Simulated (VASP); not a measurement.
**HfO2: single point with PBEsol**

Crystal: HfO2.

```
Hf O
1.0
     0.00000    2.42118    2.52207
     2.42118    0.00000    2.52207
     2.42118    2.42118    0.00000
Hf O
1 2
Cartesian
  0.0000 0.0000 0.0000
  1.2106 1.2106 1.2610
  3.6318 3.6318 3.7831
```

This cell differs from its parent crystal: normal strain along x -0.0400, normal strain along y -0.0400.

```
Program             : VASP 6.6.1
Task                : single point
Functional          : PBEsol
Potentials or basis : VASP PAW PBE potentials, release 64 (Hf_pv, O)
Cutoff              : 520 eV
k mesh              : 8 × 8 × 8
Occupations         : gaussian, width 0.05 eV
Spin                : no spin polarisation
```

```
Pressure               : 21.3 GPa
Band gap on the k mesh : 3.46 eV, indirect (least direct gap 3.66 eV)
```

Stress tensor (GPa, compression positive):
```
28.48  0.00  0.00
 0.00 28.48  0.00
 0.00  0.00  6.80
```

Levels at points of the mesh, in eV from the valence-band top:
```csv
k point,band 7,band 8,band 9,band 10,band 11,band 12,band 13,band 14,band 15,band 16
"(0.00, 0.00, 0.00)",-6.22,-6.17,-1.22,-0.64,-0.64,3.46,4.06,6.33,11.41,11.50
"(0.50, 0.00, 0.00)",-4.95,-3.40,-3.17,-2.14,-2.12,4.58,4.79,7.67,8.94,10.25
"(0.50, 0.50, 0.00)",-3.88,-3.88,-1.75,-1.75,-0.48,3.71,5.77,6.83,8.60,8.60
"(0.50, 0.00, 0.50)",-4.05,-3.75,-2.36,-1.55,0.00,3.66,5.83,7.58,8.76,9.11
```

It took 14 s on 1 thread of Intel(R) Xeon(R) 6975P-C (Granite Rapids), on a shared host, peak memory 0.17 GiB.

Caveat: the cell differs from its parent crystal (normal strain along x -0.0400, normal strain along y -0.0400); the PAW data sets were made with another functional, which shifts forces and pressure a little; spin-orbit coupling is left out, which moves the levels of the heavy elements. A k mesh can miss the band edges.
